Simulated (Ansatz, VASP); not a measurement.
## Two plane-wave programs on ZnO

```xyz
4
Lattice="3.1873 0.0000 0.0000 -1.5937 2.7603 0.0000 0.0000 0.0000 5.1528" Properties=species:S:1:pos:R:3 pbc="T T T"
Zn    0.0000    1.8402   -0.1787
Zn    1.5937    0.9201    2.3977
O     0.0000    1.8402    2.1471
O     1.5937    0.9201    4.7235
```

Change from the starting cell: polar distortion scaled by 0.40.

Alike in both runs: task single point; functional LDA; k mesh 9 × 9 × 6; no spin polarisation.

|  | VASP | Ansatz |
| --- | --- | --- |
| version | VASP 6.6.1 | Ansatz 0.2.0 |
| potentials or method | VASP PAW LDA potentials, release 64 (Zn, O), cutoff 520 eV | scalar-relativistic, plane waves, PAW |
| occupations | gaussian, width 0.01 eV | fixed |
| valence electrons in the cell | 36 | 36 |

|  | VASP | Ansatz | Ansatz less VASP |
| --- | --- | --- | --- |
| gap on the k mesh at the Fermi level (eV) | 0.91 | 0.89 | -0.024 |
| least direct gap on the mesh (eV) | 0.91 | 0.89 | -0.024 |
| pressure (GPa) | 7.3 | 5.9 | -1.37 |
| traceless stress, the component that is largest in VASP (GPa) | -13.40 | -12.22 | +1.182 |
| rms of the force components (eV/Å) | 0.368 | 0.349 | -0.0191 |

Ansatz warns that its potentials were made for another functional, while VASP's fit it. LDA's correlation is that of Perdew and Zunger in VASP and of Perdew and Wang (1992) in Ansatz. Atom by atom the forces differ by 0.019 eV/Å (rms over components).
